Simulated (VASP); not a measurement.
Here is a VASP 6.6.1 calculation.

Contents of INCAR:

```
PREC = Accurate ; ENCUT = 520
EDIFF = 1E-6 ; ISMEAR = 0
SIGMA = 0.05 ; LREAL = False
LASPH = True ; NELM = 80
ALGO = Normal ; ISIF = 2
LWAVE = False ; LCHARG = True
GGA = PE ; LELF = True
LVHAR = True ; NBANDS = 17
```

File KPOINTS:

```
regular mesh
0
Gamma
  6 6 6
```

POSCAR

```
PbSe
1.0
    0.0000000000      3.1081261849      3.1081261849
    3.1081261849      0.0000000000      3.1081261849
    3.1081261849      3.1081261849      0.0000000000
Pb Se
1 1
Direct
    0.5000000000      0.5000000000      0.5000000000
    0.0000000000      0.0000000000      0.0000000000
```

Potentials or basis: VASP PAW PBE potentials, release 64 (Pb_d, Se).

Launch:

```bash
$ cat potpaw_PBE.64/Pb_d/POTCAR potpaw_PBE.64/Se/POTCAR > POTCAR
$ mpirun -np 1 vasp_std > vasp.out
```

Task: Predict the pressure.

Result: 0.0 GPa.

Task: What does it give for the band gap on the k mesh?

Result: 0.44 eV, direct.

Caveat: spin-orbit coupling is left out, which moves the levels of the heavy elements. A k mesh can miss the band edges.
